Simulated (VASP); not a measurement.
Set up this calculation in VASP 6.6.1, as the native input.

```
Task                   : single point
Functional             : r2SCAN
Potentials or basis    : VASP PAW PBE potentials, release 64 (Si, C)
Cutoff                 : 520 eV
k mesh                 : 12 × 12 × 6
Occupations            : gaussian, width 0.02 eV
Spin                   : no spin polarisation
Dipole correction      : no
Further INCAR settings : ALGO = Normal; EDIFF = 1e-06; NBANDS = 16
```

Crystal: SiC.

```
CELL_PARAMETERS angstrom
3.07530 0.00000 0.00000
-1.53765 2.66329 0.00000
0.00000 0.00000 5.04834
ATOMIC_POSITIONS crystal
Si 0.33333 0.66667 0.49960
Si 0.66667 0.33333 0.99960
C 0.33333 0.66667 0.87540
C 0.66667 0.33333 0.37540
```

The input as run:

POSCAR

```
SiC
1.0
    3.0752975748      0.0000000000      0.0000000000
   -1.5376487874      2.6632858240      0.0000000000
    0.0000000000      0.0000000000      5.0483410067
Si C
2 2
Direct
    0.3333333333      0.6666666667      0.4996013828
    0.6666666667      0.3333333333      0.9996013828
    0.3333333333      0.6666666667      0.8753986172
    0.6666666667      0.3333333333      0.3753986172
```

INCAR.step1

```
ALGO = Normal
EDIFF = 1E-4
ENCUT = 520
GGA = PE
ISMEAR = 0
LASPH = T
LCHARG = F
LREAL = F
LWAVE = T
NBANDS = 16
NELM = 100
PREC = Accurate
SIGMA = 0.02
```

INCAR.step2

```
ALGO = Normal
EDIFF = 1E-6
ENCUT = 520
ISIF = 2
ISMEAR = 0
ISTART = 1
LASPH = T
LCHARG = F
LMIXTAU = T
LREAL = F
LWAVE = F
METAGGA = R2SCAN
NBANDS = 16
NELM = 100
PREC = Accurate
SIGMA = 0.02
```

KPOINTS

```
k-points
0
Gamma
  12 12 6
```

Potentials or basis: VASP PAW PBE potentials, release 64 (Si, C).

The run is started by

```console
$ cat potpaw_PBE.64/Si/POTCAR potpaw_PBE.64/C/POTCAR > POTCAR
$ cp INCAR.step1 INCAR
$ mpirun -np 1 vasp_std > vasp.out
$ cp INCAR.step2 INCAR
$ mpirun -np 1 vasp_std > vasp.out
```

Results of the run:

```
Pressure               : -0.2 GPa
Band gap on the k mesh : 2.66 eV, indirect (least direct gap 4.48 eV)
```

Caveat: the PAW data sets were made with another functional, which shifts forces and pressure a little.

It took 51 s on 1 thread of Intel(R) Xeon(R) 6975P-C (Granite Rapids) (shared host), peak memory 0.18 GiB.
